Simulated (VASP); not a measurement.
# In2O3 (R-3c) in VASP: settings compared, part 2 of 2

VASP 6.6.1.

## (3) Relaxation of cell and atoms, LDA

This run uses another cell than the first one, of 12.61 Å³/atom.

Contents of INCAR:

```
SYSTEM = In2O3
PREC = Accurate ; ENCUT = 600
EDIFF = 1E-6 ; ISMEAR = -1
SIGMA = 0.05 ; LREAL = .False.
LASPH = .True. ; NELM = 80
ALGO = Normal ; ISIF = 3
LWAVE = .False. ; LCHARG = .False.
IBRION = 2 ; NSW = 60
EDIFFG = -0.01
```

Contents of KPOINTS:

```
Automatic mesh
0
Gamma
  6 6 6
  0 0 0
```

Contents of POSCAR:

```
In2O3
1.0
    2.7435000000      1.5839604635      4.8366666667
   -2.7435000000      1.5839604635      4.8366666667
    0.0000000000     -3.1679209270      4.8366666667
In O
4 6
Direct
    0.8573100000      0.8573100000      0.8573100000
    0.6426900000      0.6426900000      0.6426900000
    0.1426900000      0.1426900000      0.1426900000
    0.3573100000      0.3573100000      0.3573100000
    0.0480000000      0.7500000000      0.4520000000
    0.7500000000      0.4520000000      0.0480000000
    0.4520000000      0.0480000000      0.7500000000
    0.9520000000      0.2500000000      0.5480000000
    0.2500000000      0.5480000000      0.9520000000
    0.5480000000      0.9520000000      0.2500000000
```

Potentials or basis: VASP PAW LDA potentials, release 64 (In_d, O).

Run with:

```
cat potpaw_LDA.64/In_d/POTCAR potpaw_LDA.64/O/POTCAR > POTCAR
mpirun -np 1 vasp_std > vasp.out
```

OUTCAR:

```text
SYSTEM = In2O3
   PREC = Accurate
   ENCUT = 600
   EDIFF = 1E-6
   ISMEAR = -1
   LREAL = .False.
   LASPH = .True.
   NELM = 80
   ISIF = 3
   IBRION = 2
   NSW = 60
   EDIFFG = -0.01

 ion  position               nearest neighbor table
   1  0.857  0.857  0.857-   8 2.12  10 2.12   9 2.12   6 2.26   5 2.26   7 2.26   2 3.11   3 3.24
                             3 3.24   3 3.24   2 3.61   2 3.61   2 3.61   4 3.99   4 3.99   4 3.99
   2  0.643  0.643  0.643-   9 2.12  10 2.12   8 2.12   6 2.26   5 2.26   7 2.26   1 3.11   4 3.24
                             4 3.24   4 3.24   1 3.61   1 3.61   1 3.61   3 3.99   3 3.99   3 3.99
   3  0.143  0.143  0.143-   5 2.12   7 2.12   6 2.12   8 2.26   9 2.26  10 2.26   4 3.11   1 3.24
                             1 3.24   1 3.24   4 3.61   4 3.61   4 3.61   2 3.99   2 3.99   2 3.99
   4  0.357  0.357  0.357-   6 2.12   7 2.12   5 2.12   8 2.26   9 2.26  10 2.26   3 3.11   2 3.24
                             2 3.24   2 3.24   3 3.61   3 3.61   3 3.61   1 3.99   1 3.99   1 3.99
   5  0.048  0.750  0.452-   3 2.12   4 2.12   1 2.26   2 2.26
   6  0.750  0.452  0.048-   4 2.12   3 2.12   1 2.26   2 2.26
[... 443 lines left out ...]
 cond. band min:       6.8021391990   @ k =   0.0000   0.0000   0.0000
 fundamental gap:      1.2958595245
 Fermi energy:         6.2560237624

 k-point     1 :       0.0000    0.0000    0.0000
  band No.  band energies     occupation
      1     -12.0333      2.00000
      2     -11.0598      2.00000
      3     -11.0598      2.00000
      4     -10.8170      2.00000
      5     -10.8170      2.00000
      6     -10.7210      2.00000
[... 1309 lines left out ...]
     51      14.2410      0.00000
     52      14.9803      0.00000

 [... further k-points ...]

------------------------ aborting loop because EDIFF is reached ----------------------------------------

  FORCE on cell =-STRESS in cart. coord.  units (eV):
  Direction    XX          YY          ZZ          XY          YZ          ZX
  --------------------------------------------------------------------------------------
  -------------------------------------------------------------------------------------
  Total        0.0955516      0.0955516     -0.0365240     -0.0000000     -0.0000000      0.0000000
  in kB        1.2334180      1.2334180     -0.4714658     -0.0000000     -0.0000000      0.0000000
  external PRESSURE =       0.6651234 kB  Pullay stress =       0.0000000 kB
[... 25 lines left out ...]
  FREE ENERGIE OF THE ION-ELECTRON SYSTEM (eV)
  ---------------------------------------------------
  free  energy   TOTEN  =       -63.6821078040 eV

  energy  without entropy=      -63.6821075590  energy(sigma->0) =      -63.68210768

 reached required accuracy - stopping structural energy minimisation
```

CONTCAR:

```text
In2O3
   1.00000000000000
     2.7326005030615228    1.5776676360087991    4.7983864715684108
    -2.7326005030615228    1.5776676360087991    4.7983864715684108
    -0.0000000000000000   -3.1553352720175982    4.7983864715684108
  In              O
     4     6
Direct
     0.8575925139597791    0.8575925139597791    0.8575925139597791
     0.6424074860402209    0.6424074860402209    0.6424074860402209
     0.1424074860402209    0.1424074860402209    0.1424074860402209
     0.3575925139597791    0.3575925139597791    0.3575925139597791
     0.0454853164773173    0.7499999999999999    0.4545146835226828
     0.7500000000000001    0.4545146835226827    0.0454853164773172
     0.4545146835226826    0.0454853164773174    0.7500000000000000
     0.9545146835226826    0.2500000000000001    0.5454853164773171
     0.2499999999999999    0.5454853164773174    0.9545146835226829
     0.5454853164773175    0.9545146835226825    0.2500000000000000

  0.00000000E+00  0.00000000E+00  0.00000000E+00
  0.00000000E+00  0.00000000E+00  0.00000000E+00
  0.00000000E+00  0.00000000E+00  0.00000000E+00
  0.00000000E+00  0.00000000E+00  0.00000000E+00
  0.00000000E+00  0.00000000E+00  0.00000000E+00
  0.00000000E+00  0.00000000E+00  0.00000000E+00
  0.00000000E+00  0.00000000E+00  0.00000000E+00
  0.00000000E+00  0.00000000E+00  0.00000000E+00
  0.00000000E+00  0.00000000E+00  0.00000000E+00
  0.00000000E+00  0.00000000E+00  0.00000000E+00
```

Run time: 25 min. Hardware: 1 thread of Intel Xeon Platinum 8259CL at 2.50GHz (Skylake/Cascade Lake), shared host; peak memory 0.38 GiB.

Results:

```
Free energy                           : -63.6821 eV
Relaxed volume                        : 12.41 Å³/atom
Relaxed cell                          : a = 5.743 Å, b = 5.743 Å, c = 5.743 Å, α = 56.83°, β = 56.83°, γ = 56.83°
Space group after relaxing (to 0.1 Å) : R-3c (No. 167)
Energy gained by relaxing             : 2.4 meV/atom
Ionic steps                           : 11
Pressure after relaxing               : 0.1 GPa
Largest force after relaxing          : 0.003 eV/Å
Band gap on the k mesh                : 1.30 eV (least direct gap 1.33 eV)
```

Forces in eV/Å, atoms in the order of the input:
```
In   0.000  0.000  0.003
In   0.000  0.000 -0.003
In   0.000  0.000 -0.003
In   0.000  0.000  0.003
O    0.002  0.003  0.000
O    0.002 -0.003  0.000
O   -0.003  0.000  0.000
O   -0.002 -0.003  0.000
O   -0.002  0.003  0.000
O    0.003  0.000  0.000
```

Step by step:
```
step  energy change (eV)  largest force (eV/Å)  pressure (GPa)  volume (Å³)
   1              0.0000                0.1739           -2.67       126.11
   2             -0.0034                0.1061            2.93       122.31
   3             -0.0200                0.1068            0.16       124.11
   4             -0.0200                0.1046            0.29       124.06
   5             -0.0224                0.0567            0.07       124.18
   6             -0.0225                0.0713            0.02       124.21
   7             -0.0232                0.0337           -0.09       124.26
   8             -0.0234                0.0106           -0.16       124.29
   9             -0.0234                0.0041           -0.16       124.30
  10             -0.0235                0.0036            0.12       124.07
  11             -0.0235                0.0033            0.07       124.12
```

Final structure:
```xyz
10
Lattice="2.7326 1.5777 4.7984 -2.7326 1.5777 4.7984 0.0000 -3.1553 4.7984" Properties=species:S:1:pos:R:3 pbc="T T T"
In    0.0000    0.0000   12.3452
In    0.0000    0.0000    9.2476
In    0.0000    0.0000    2.0500
In    0.0000    0.0000    5.1476
O    -1.9252   -0.1791    5.9980
O     0.8074    1.7568    5.9980
O     1.1177   -1.5777    5.9980
O     1.9252    0.1791    8.3972
O    -0.8074   -1.7568    8.3972
O    -1.1177    1.5777    8.3972
```

Caveat: spin-orbit coupling is left out, which moves the levels of the heavy elements.

## (4) Single point, r2SCAN

This run uses another cell than the first one, of 12.61 Å³/atom.

POSCAR is that of step 3.

Contents of INCAR.step1:

```
SYSTEM = In2O3
ALGO     = Normal         ! electronic algorithm
EDIFF    = 1E-4           ! SCF threshold, eV
ENCUT    = 520            ! plane-wave cutoff, eV
GGA      = PE             ! functional
ISMEAR   = -1             ! smearing method
LASPH    = .TRUE.         ! aspherical terms in the spheres
LCHARG   = .FALSE.        ! write CHGCAR
LREAL    = .FALSE.        ! projectors in reciprocal space
LWAVE    = .TRUE.         ! write WAVECAR
NBANDS   = 55             ! bands
NELM     = 80             ! most SCF steps
PREC     = Accurate       ! precision mode
SIGMA    = 0.05           ! smearing width, eV
```

Contents of INCAR.step2:

```
SYSTEM = In2O3
ALGO     = Normal         ! electronic algorithm
EDIFF    = 1E-6           ! SCF threshold, eV
ENCUT    = 520            ! plane-wave cutoff, eV
ISIF     = 2              ! what is computed and relaxed
ISMEAR   = -1             ! smearing method
ISTART   = 1            
LASPH    = .TRUE.         ! aspherical terms in the spheres
LCHARG   = .TRUE.         ! write CHGCAR
LELF     = .TRUE.         ! ELF
LMIXTAU  = .TRUE.       
LREAL    = .FALSE.        ! projectors in reciprocal space
LVHAR    = .TRUE.       
LWAVE    = .FALSE.        ! write WAVECAR
METAGGA  = R2SCAN         ! meta-GGA
NBANDS   = 55             ! bands
NELM     = 80             ! most SCF steps
PREC     = Accurate       ! precision mode
SIGMA    = 0.05           ! smearing width, eV
```

Contents of KPOINTS:

```
k-points
0
G
  6 6 6
  0 0 0
```

Potentials or basis: VASP PAW PBE potentials, release 64 (In_d, O).

Run with:

```
cat potpaw_PBE.64/In_d/POTCAR potpaw_PBE.64/O/POTCAR > POTCAR
cp INCAR.step1 INCAR
mpirun -np 1 vasp_std > vasp.out
cp INCAR.step2 INCAR
mpirun -np 1 vasp_std > vasp.out
```

It took 22 min on 1 thread of Intel Xeon Platinum 8259CL at 2.50GHz (Skylake/Cascade Lake), shared host; peak memory 0.45 GiB.

It converged, with:

* Free energy: -144.4369 eV
* Pressure: 3.2 GPa
* Largest force: 0.128 eV/Å
* Band gap on the k mesh: 1.90 eV (least direct gap 1.92 eV)

Forces on the atoms (eV/Å):
```
In   0.000  0.000 -0.064
In   0.000  0.000  0.064
In   0.000  0.000  0.064
In   0.000  0.000 -0.064
O   -0.064 -0.111  0.000
O   -0.064  0.111  0.000
O    0.128  0.000  0.000
O    0.064  0.111  0.000
O    0.064 -0.111  0.000
O   -0.128  0.000  0.000
```

Stress tensor (GPa, compression positive):
```
3.49 0.00 0.00
0.00 3.49 0.00
0.00 0.00 2.57
```

Levels at points of the mesh, in eV from the valence-band top:
| k point | band 40 | band 41 | band 42 | band 43 | band 44 | band 45 | band 46 | band 47 | band 48 | band 49 |
| --- | --- | --- | --- | --- | --- | --- | --- | --- | --- | --- |
| (0.00, 0.00, 0.00) | -0.39 | -0.27 | -0.27 | -0.03 | -0.03 | 1.90 | 6.29 | 7.08 | 8.05 | 10.10 |
| (0.50, 0.00, 0.00) | -0.92 | -0.73 | -0.73 | -0.06 | -0.06 | 5.63 | 5.63 | 6.65 | 6.65 | 9.18 |
| (0.50, 0.50, 0.00) | -0.87 | -0.56 | -0.33 | -0.07 | -0.03 | 5.90 | 6.19 | 7.24 | 7.30 | 8.11 |
| (0.50, 0.50, 0.50) | -1.10 | -0.19 | -0.19 | -0.19 | -0.19 | 5.04 | 5.04 | 8.02 | 8.02 | 9.02 |

Caveat: the cell stands under pressure; the PAW data sets were made with another functional, which shifts forces and pressure a little; spin-orbit coupling is left out, which moves the levels of the heavy elements. A k mesh can miss the band edges.

## (5) Summary

```tsv
task	level	potentials or basis	cell	cutoff (eV)	gap on the mesh (eV)	pressure (GPa)	largest force (eV/Å)
single point	r2SCAN+rVV10	VASP PAW PBE potentials, release 64 (In_d, O)	a = 5.778 Å, angles 56.8°, 10 atoms, atomic positions A	520	1.83	1.3	0.02
relaxation of cell and atoms	LDA	VASP PAW LDA potentials, release 64 (In_d, O)	relaxed from a = 5.782 Å, angles 56.7°, 10 atoms, atomic positions B	600	1.30	0.1	-
single point	r2SCAN	VASP PAW PBE potentials, release 64 (In_d, O)	a = 5.782 Å, angles 56.7°, 10 atoms, atomic positions B	520	1.90	3.2	0.13
```

Alike in all rows: no spin polarisation; k mesh 6 × 6 × 6; smearing fermi-dirac 0.05 eV.

Caveats: spin-orbit coupling is left out, which moves the levels of the heavy elements; the PAW data sets were made with another functional, which shifts forces and pressure a little (at least some runs); the cell stands under pressure (at least some runs).

Total energies depend on the potentials used, so only differences within one code and one set of settings carry meaning.
